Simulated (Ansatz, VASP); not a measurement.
## Sr in VASP and in Ansatz

```
Sr
1.0
    -2.38863    2.38863    2.35225
     2.38863   -2.38863    2.35225
     2.38863    2.38863   -2.35225
Sr
1
Cartesian
  0.0000 0.0000 0.0000
```

Change from the starting cell: strain -0.015 along x and y, -0.030 along z, atoms carried along.

Alike in both runs: task single point; functional PBEsol; k mesh 14 × 14 × 14; occupations gaussian, width 0.15 eV; no spin polarisation.

|  | VASP | Ansatz |
| --- | --- | --- |
| version | VASP 6.6.1 | Ansatz 0.2.0 |
| potentials or method | VASP PAW PBE potentials, release 64 (Sr_sv), cutoff 520 eV | scalar-relativistic, plane waves, PAW |
| valence electrons in the cell | 10 | 10 |

```tsv
	VASP	Ansatz	Ansatz less VASP
gap on the k mesh at the Fermi level (eV)	none	none	-
pressure (GPa)	-0.6	-0.6	-0.01
```

VASP's potentials were made for PBE, not for PBEsol. A gap of «none» marks a metal or a gap that the smearing closes. With one functional, cell and mesh, what is left measures potentials, basis and numerics.
